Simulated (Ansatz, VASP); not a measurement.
SnBi2O4: VASP beside Ansatz

```
Sn Bi O
1.0
     0.00000    5.06118    5.06118
     5.06118    0.00000    5.06118
     5.06118    5.06118    0.00000
Sn Bi O
2 4 8
Direct
  0.50000 0.50000 0.50000
  0.75000 0.75000 0.75000
  0.12500 0.12500 0.12500
  0.62500 0.12500 0.12500
  0.12500 0.62500 0.12500
  0.12500 0.12500 0.62500
  0.90111 0.36630 0.36630
  0.36630 0.36630 0.36630
  0.36630 0.36630 0.90111
  0.36630 0.90111 0.36630
  0.88370 0.34889 0.88370
  0.88370 0.88370 0.88370
  0.88370 0.88370 0.34889
  0.34889 0.88370 0.88370
```

Alike in both runs: functional PBE; k mesh 2 × 2 × 2; occupations gaussian, width 0.15 eV; no spin polarisation.

Ansatz relaxed the structure, and its values are those at the end. VASP's run is a single point on that final structure, the one shown.

```csv
,VASP,Ansatz
version,VASP 6.6.1,Ansatz 0.2.0
potentials or method,"VASP PAW PBE potentials, release 64 (Sn_d, Bi_d, O), cutoff 520 eV","scalar-relativistic, plane waves, PAW"
valence electrons in the cell,136,136
```

```csv
,VASP,Ansatz,Ansatz less VASP
gap on the k mesh at the Fermi level (eV),0.42,0.42,+0.001
least direct gap on the mesh (eV),0.42,0.42,+0.001
pressure (GPa),-0.3,-0.3,0.00
rms of the force components (eV/Å),0.027,0.030,+0.0026
```

With one functional, cell and mesh, what is left measures potentials, basis and numerics.

The k mesh is coarse, so the values compare programs but aren't converged. Neither program's run includes spin-orbit coupling.
